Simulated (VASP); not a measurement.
# GaP in VASP: notebook

GaP is run at these levels: PBE; tasks: single point.

Program: VASP 6.6.1. These are calculated values, not measurements. Logs are shortened: lines on timing, memory, paths and dates and some standing lists are left out, and cuts for length are marked.

**What was measured.**

“Stacking defects in GaP nanowires: Electronic structure and optical properties”, 2018, arxiv:1810.01194 quotes, for a bulk crystal of GaP at 10 K: band gap 2.34 eV (indirect).

The results are compared with them further down.

### Step 1. The cell of the first run

It takes space group F-43m (No. 216, cubic). Conventional cell: a = 5.451 Å, b = 5.451 Å, c = 5.451 Å, α = 90.00°, β = 90.00°, γ = 90.00°. Within 3.1 Å of Ga (site symmetry -43m) lie 4 P at 2.36 Å. Within 3.1 Å of P (site symmetry -43m) lie 4 Ga at 2.36 Å.

### Step 2. Single point, PBE

Contents of INCAR:

```
SYSTEM = GaP
PREC = Accurate
ENCUT = 500
EDIFF = 1E-6
ISMEAR = 0
SIGMA = 0.05
LREAL = .FALSE.
LASPH = .TRUE.
NELM = 120
ALGO = Normal
ISIF = 2
LWAVE = .FALSE.
LCHARG = .TRUE.
GGA = PE
LELF = .TRUE.
LVHAR = .TRUE.
NBANDS = 16
GGA_COMPAT = .FALSE.
```

Contents of KPOINTS:

```
Automatic mesh
0
G
  6 6 6
  0 0 0
```

Contents of POSCAR:

```
GaP
1.0
    0.0000000000      2.7252500000      2.7252500000
    2.7252500000      0.0000000000      2.7252500000
    2.7252500000      2.7252500000      0.0000000000
Ga P
1 1
Direct
    0.0000000000      0.0000000000      0.0000000000
    0.2500000000      0.2500000000      0.2500000000
```

Potentials or basis: VASP PAW PBE potentials, release 64 (Ga_d, P).

On the command line:

```console
> cat potpaw_PBE.64/Ga_d/POTCAR potpaw_PBE.64/P/POTCAR > POTCAR
> mpirun -np 1 vasp_std > vasp.out
```

OUTCAR:

```text
SYSTEM = GaP
   PREC = Accurate
   ENCUT = 500
   EDIFF = 1E-6
   ISMEAR = 0
   LREAL = .FALSE.
   LASPH = .TRUE.
   NELM = 120
   ISIF = 2
   GGA = PE

 ion  position               nearest neighbor table
   1  0.000  0.000  0.000-   2 2.36   2 2.36   2 2.36   2 2.36
   2  0.250  0.250  0.250-   1 2.36   1 2.36   1 2.36   1 2.36

  LATTYP: Found a face centered cubic cell.
 ALAT       =     5.4505000000

  Lattice vectors:

 A1 = (   0.0000000000,   2.7252500000,   2.7252500000)
 A2 = (   2.7252500000,   0.0000000000,   2.7252500000)
 A3 = (   2.7252500000,   2.7252500000,   0.0000000000)

Analysis of symmetry for initial positions (statically):
=====================================================================
 Subroutine PRICEL returns:
 Original cell was already a primitive cell.

 Routine SETGRP: Setting up the symmetry group for a
 face centered cubic supercell.

 Subroutine GETGRP returns: Found 24 space group operations
 (whereof 24 operations were pure point group operations)
 out of a pool of 48 trial point group operations.

The static configuration has the point symmetry T_d .

Analysis of symmetry for dynamics (positions and initial velocities):
=====================================================================
 Subroutine PRICEL returns:
 Original cell was already a primitive cell.

 Routine SETGRP: Setting up the symmetry group for a
 face centered cubic supercell.

 Subroutine GETGRP returns: Found 24 space group operations
 (whereof 24 operations were pure point group operations)
 out of a pool of 48 trial point group operations.

The dynamic configuration has the point symmetry T_d .

 Subroutine INISYM returns: Found 24 space group operations
 (whereof 24 operations are pure point group operations),
 and found     1 'primitive' translations

----------------------------------------------------------------------------------------

                                     Primitive cell

  volume of cell :      40.4808

  direct lattice vectors                    reciprocal lattice vectors
     0.000000000  2.725250000  2.725250000    -0.183469406  0.183469406  0.183469406
     2.725250000  0.000000000  2.725250000     0.183469406 -0.183469406  0.183469406
     2.725250000  2.725250000  0.000000000     0.183469406  0.183469406 -0.183469406

  length of vectors
     3.854085511  3.854085511  3.854085511     0.317778334  0.317778334  0.317778334

[... 70 lines left out ...]
   NELM   =    120;   NELMIN=  2; NELMDL= -5     # of ELM steps
   EDIFF  = 0.1E-05   stopping-criterion for ELM
   LREAL  =      F    real-space projection
   EDIFFG = 0.1E-04   stopping-criterion for IOM
   NSW    =      0    number of steps for IOM
   IBRION =     -1    ionic relax: 0-MD 1-quasi-New 2-CG
   NFREE  =      0    steps in history (QN), initial steepest desc. (CG)
   ISIF   =      2    stress and relaxation
   ISYM   =      2    0-nonsym 1-usesym 2-fastsym
   POTIM  = 0.5000    time-step for ionic-motion
   TEBEG  =    0.0;   TEEND  =   0.0 temperature during run
   PSTRESS=    0.0 pullay stress
   NELECT =      18.0000    total number of electrons
   NUPDOWN=      -1.0000    fix difference up-down
   EMIN   =  10.00;   EMAX   =-10.00  energy-range for DOS
   EFERMI =   0.00;   METHOD = LEGACY
   ISMEAR =     0;   SIGMA  =   0.05  broadening in eV -4-tet -1-fermi 0-gaus
   EFERMI_NEDOS =   21; number of points for ismear=-14 and -15
   IALGO  =     38    algorithm
   IMIX   =      4    mixing-type and parameters
     AMIX     =   0.40;   BMIX     =  1.00
     AMIX_MAG =   1.60;   BMIX_MAG =  1.00
  volume/ion in A,a.u.               =      20.24       136.59
  Fermi-wavevector in a.u.,A,eV,Ry     =   1.249538  2.361284 21.243377  1.561344
  Thomas-Fermi vector in A             =   2.383574
   LORBIT       =      0    0 simple, 1 ext, 2 COOP (PROOUT), +10 PAW based schemes
   GGA     = PE    functional components
   LHFCALC =     F    Hartree Fock is set to
   AEXX    =    0.0000 exact exchange contribution
   IVDW    =     0    specifies the selected vdW correction
   LEPSILON=     F    determine dielectric tensor
   LRPA    =     F    only Hartree local field effects (RPA)
 non-spin polarized calculation
 Gauss-broadening in eV      SIGMA  =   0.05
  energy-cutoff  :      500.00
  volume of cell :       40.48
 maximum number of plane-waves:      1056
   NGX = 13   NGY = 13   NGZ = 13

 number of electron      18.0000016 magnetization

 Free energy of the ion-electron system (eV)
  ---------------------------------------------------
  ext. energy  EPLUGINS =         0.00000000
  ---------------------------------------------------
  free energy    TOTEN  =        -9.10227132 eV

  energy without entropy =       -9.10227132  energy(sigma->0) =       -9.10227132

 E-fermi :   4.9642     XC(G=0):  -9.8301

 val. band max:        4.6587766139   @ k =   0.0000   0.0000   0.0000
 cond. band min:       6.3097571075   @ k =   0.5000   0.5000   0.0000
 fundamental gap:      1.6509804936
 Fermi energy:         4.9641501791

 k-point     1 :       0.0000    0.0000    0.0000
  band No.  band energies     occupation
      1      -9.8992      2.00000
      2      -9.8992      2.00000
      3      -9.8992      2.00000
      4      -9.7997      2.00000
      5      -9.7997      2.00000
      6      -7.8342      2.00000
[... 281 lines left out ...]
      3      -9.8391      2.00000
      4      -9.8202      2.00000
      5      -9.7865      2.00000
      6      -4.7986      2.00000
[... 8 lines left out ...]
     15      16.5627      0.00000
     16      18.2634      0.00000

------------------------ aborting loop because EDIFF is reached ----------------------------------------

  FORCE on cell =-STRESS in cart. coord.  units (eV):
  Direction    XX          YY          ZZ          XY          YZ          ZX
  --------------------------------------------------------------------------------------
  -------------------------------------------------------------------------------------
  Total        0.6165501      0.6165501      0.6165501      0.0000000      0.0000000      0.0000000
  in kB       24.4022532     24.4022532     24.4022532      0.0000000      0.0000000      0.0000000
  external PRESSURE =      24.4022532 kB  Pullay stress =       0.0000000 kB

 VOLUME and BASIS-vectors are now :
 -----------------------------------------------------------------------------
  energy-cutoff  :      500.00
  volume of cell :       40.48
      direct lattice vectors                 reciprocal lattice vectors
     0.000000000  2.725250000  2.725250000    -0.183469406  0.183469406  0.183469406
     2.725250000  0.000000000  2.725250000     0.183469406 -0.183469406  0.183469406
     2.725250000  2.725250000  0.000000000     0.183469406  0.183469406 -0.183469406

 POSITION                                       TOTAL-FORCE (eV/Angst)
 -----------------------------------------------------------------------------------
      0.00000      0.00000      0.00000         0.000000      0.000000      0.000000
      1.36262      1.36262      1.36262        -0.000000     -0.000000     -0.000000
 -----------------------------------------------------------------------------------
    total drift:                                0.000001      0.000001      0.000001

  FREE ENERGIE OF THE ION-ELECTRON SYSTEM (eV)
  ---------------------------------------------------
  free  energy   TOTEN  =        -9.1022713154 eV

  energy  without entropy=       -9.1022713154  energy(sigma->0) =       -9.10227132
```

stdout:

```text
POSCAR found type information on POSCAR GaP
 POSCAR found :  2 types and       2 ions
 scaLAPACK will be used
 LDA part: xc-table for (Slater+PW92), standard interpolation
 POSCAR, INCAR and KPOINTS ok, starting setup
 FFT: planning ... GRIDC
 FFT: planning ... GRID_SOFT
 FFT: planning ... GRID
 WAVECAR not read
 entering main loop
```

Run time: 13 s. Hardware: 1 thread of Intel Xeon Platinum 8259CL at 2.50GHz (Skylake/Cascade Lake), shared host; peak memory 0.15 GiB.

Results:

- Free energy: -9.1023 eV
- Pressure: 2.4 GPa
- Band gap on the k mesh: 1.65 eV, indirect (least direct gap 1.82 eV)

### Step 3. Single point, PBE

This run uses another cell than the first one, of 19.73 Å³/atom, 0.975 times its volume.

Contents of INCAR:

```
SYSTEM = GaP
PREC     = Accurate       ! precision mode
ENCUT    = 500            ! plane-wave cutoff, eV
EDIFF    = 1E-6           ! SCF threshold, eV
ISMEAR   = 0              ! smearing method
SIGMA    = 0.05           ! smearing width, eV
LREAL    = .FALSE.        ! projectors in reciprocal space
LASPH    = .TRUE.         ! aspherical terms in the spheres
NELM     = 120            ! most SCF steps
ALGO     = Normal         ! electronic algorithm
ISIF     = 2              ! what is computed and relaxed
LWAVE    = .FALSE.        ! write WAVECAR
LCHARG   = .FALSE.        ! write CHGCAR
GGA      = PE             ! functional
NBANDS   = 16             ! bands
GGA_COMPAT= .FALSE.
```

Contents of KPOINTS:

```
regular mesh
0
G
  6 6 6
  0 0 0
```

Contents of POSCAR:

```
GaP
1.0
    0.0000000000      2.7252500000      2.6571187500
    2.7252500000      0.0000000000      2.6571187500
    2.7252500000      2.7252500000      0.0000000000
Ga P
1 1
Direct
    0.0000000000      0.0000000000      0.0000000000
    0.2500000000      0.2500000000      0.2500000000
```

Potentials or basis: VASP PAW PBE potentials, release 64 (Ga_d, P).

On the command line:

```console
> cat potpaw_PBE.64/Ga_d/POTCAR potpaw_PBE.64/P/POTCAR > POTCAR
> mpirun -np 1 vasp_std > vasp.out
```

Wall time 21 s (1 thread of Intel Xeon Platinum 8259CL at 2.50GHz (Skylake/Cascade Lake), shared host); peak memory 0.16 GiB.

Results (log left out):

```yaml
Free_energy: -9.0754 eV
Pressure: 4.8 GPa
Band_gap_on_the_k_mesh: 1.39 eV, indirect (least direct gap 1.94 eV)
```

Stress tensor (GPa, compression positive):
```
4.18 0.00 0.00
0.00 4.18 0.00
0.00 0.00 5.95
```

Levels at points of the mesh, in eV from the valence-band top:
```tsv
k point	band 7	band 8	band 9	band 10	band 11	band 12
(0.00, 0.00, 0.00)	-0.14	-0.14	0.00	1.94	3.75	3.81
(0.50, 0.00, 0.00)	-6.87	-1.35	-1.14	1.64	4.52	4.73
(0.50, 0.50, 0.00)	-6.85	-2.98	-2.98	1.39	1.54	10.68
(0.50, 0.00, 0.50)	-7.03	-2.81	-2.79	1.57	1.78	10.64
```

### Step 4. Single point, PBE

This run uses another cell than the first one, of 20.75 Å³/atom, 1.025 times its volume.

Contents of INCAR:

```
  PREC = Accurate
  ENCUT = 500
  EDIFF = 1E-6
  ISMEAR = 0
  SIGMA = 0.05
  LREAL = F
  LASPH = T
  NELM = 120
  ALGO = Normal
  ISIF = 2
  LWAVE = F
  LCHARG = F
  GGA = PE
  NBANDS = 16
  GGA_COMPAT = F
```

Contents of KPOINTS:

```
regular mesh
0
Gamma
  6 6 6
```

Contents of POSCAR:

```
GaP
1.0
    0.0000000000      2.7252500000      2.7933812500
    2.7252500000      0.0000000000      2.7933812500
    2.7252500000      2.7252500000      0.0000000000
Ga P
1 1
Direct
    0.0000000000      0.0000000000      0.0000000000
    0.2500000000      0.2500000000      0.2500000000
```

On the command line:

```console
> cat potpaw_PBE.64/Ga_d/POTCAR potpaw_PBE.64/P/POTCAR > POTCAR
> mpirun -np 1 vasp_std > vasp.out
```

Wall time 19 s (1 thread of Intel Xeon Platinum 8259CL at 2.50GHz (Skylake/Cascade Lake), shared host); peak memory 0.15 GiB.

Results (log left out):

```yaml
Free_energy: -9.1076 eV
Pressure: 0.4 GPa
Band_gap_on_the_k_mesh: 1.53 eV, indirect (least direct gap 1.57 eV)
```

Stress tensor (GPa, compression positive):
```
 1.01  0.00  0.00
 0.00  1.01  0.00
 0.00  0.00 -0.89
```

Levels at points of the mesh, in eV from the valence-band top:
| k point | band 5 | band 6 | band 7 | band 8 | band 9 | band 10 | band 11 | band 12 | band 13 | band 14 |
| --- | --- | --- | --- | --- | --- | --- | --- | --- | --- | --- |
| (0.00, 0.00, 0.00) | -14.47 | -12.36 | -0.14 | 0.00 | 0.00 | 1.57 | 3.83 | 3.83 | 3.88 | 8.65 |
| (0.50, 0.00, 0.00) | -14.46 | -10.37 | -6.54 | -1.23 | -1.03 | 1.53 | 4.60 | 4.77 | 8.19 | 10.65 |
| (0.50, 0.50, 0.00) | -14.46 | -9.57 | -6.79 | -2.53 | -2.53 | 1.77 | 1.95 | 10.37 | 10.37 | 10.78 |
| (0.50, 0.00, 0.50) | -14.45 | -9.47 | -6.63 | -2.71 | -2.69 | 1.60 | 1.72 | 10.32 | 10.32 | 10.98 |

A k mesh can miss the band edges. PBE gaps usually lie below the measured ones, often by a third to a half.

### Step 5. Single point, PBE

This run uses another cell than the first one, of 21.25 Å³/atom, 1.050 times its volume.

Contents of INCAR:

```
SYSTEM = GaP
PREC = Accurate
ENCUT = 500
EDIFF = 1E-6
ISMEAR = 0
SIGMA = 0.05
LREAL = .False.
LASPH = .True.
NELM = 120
ALGO = Normal
ISIF = 2
LWAVE = .False.
LCHARG = .False.
GGA = PE
NBANDS = 16
GGA_COMPAT = .False.
```

Contents of KPOINTS:

```
Automatic mesh
0
Gamma
  6 6 6
  0 0 0
```

Contents of POSCAR:

```
GaP
1.0
    0.0000000000      2.7252500000      2.8615125000
    2.7252500000      0.0000000000      2.8615125000
    2.7252500000      2.7252500000      0.0000000000
Ga P
1 1
Direct
    0.0000000000      0.0000000000      0.0000000000
    0.2500000000      0.2500000000      0.2500000000
```

On the command line:

```console
> cat potpaw_PBE.64/Ga_d/POTCAR potpaw_PBE.64/P/POTCAR > POTCAR
> mpirun -np 1 vasp_std > vasp.out
```

Wall time 27 s (1 thread of Intel Xeon Platinum 8259CL at 2.50GHz (Skylake/Cascade Lake), shared host); peak memory 0.17 GiB.

The run converged. Its results:

| Quantity | Value |
| --- | --- |
| Free energy | -9.0925 eV |
| Pressure | -1.4 GPa |
| Band gap on the k mesh | 1.31 eV, direct |

Stress tensor (GPa, compression positive):
```
-0.16  0.00  0.00
 0.00 -0.16  0.00
 0.00  0.00 -4.02
```

Levels at points of the mesh, in eV from the valence-band top:
```tsv
k point	band 6	band 7	band 8	band 9	band 10	band 11	band 12	band 13
(0.00, 0.00, 0.00)	-12.23	-0.29	0.00	0.00	1.31	3.78	3.78	3.89
(0.50, 0.00, 0.00)	-10.32	-6.46	-1.34	-0.94	1.38	4.52	4.81	8.10
(0.50, 0.50, 0.00)	-9.61	-6.83	-2.39	-2.39	1.88	2.07	10.13	10.13
(0.50, 0.00, 0.50)	-9.42	-6.52	-2.72	-2.70	1.55	1.62	9.97	10.00
```

A k mesh can miss the band edges. Expect the measured gap to be larger: semilocal functionals such as PBE lack the derivative discontinuity.

### Step 6. Summary

```csv
cell,gap on the mesh (eV),pressure (GPa)
"a = 3.854 Å, angles 60.0°, 2 atoms",1.65,2.4
"a = 3.806, b = 3.806, c = 3.854 Å, angles 59.6, 59.6, 60.8°, 2 atoms",1.39,4.8
"a = 3.903, b = 3.903, c = 3.854 Å, angles 60.4, 60.4, 59.2°, 2 atoms",1.53,0.4
"a = 3.952, b = 3.952, c = 3.854 Å, angles 60.8, 60.8, 58.4°, 2 atoms",1.31,-1.4
```

Alike in all rows: task single point; level PBE; potentials or basis VASP PAW PBE potentials, release 64 (Ga_d, P); no spin polarisation; k mesh 6 × 6 × 6; cutoff (eV) 500; smearing gaussian 0.05 eV.

Absolute energies hang on the potentials; compare differences alone.

### Step 7. How close it comes

Step 2. A measured gap of GaP is 2.34 eV (indirect; 10 K; quoted in “Stacking defects in GaP nanowires: Electronic structure and optical properties”, 2018, arxiv:1810.01194); the calculated 1.65 eV misses it by -0.69 eV. Spin-orbit coupling on Ga is left out. The value is that of PBE on a finite k mesh, which can miss the band edges, without temperature or zero-point motion. Semilocal functionals fall short of measured gaps as a rule.
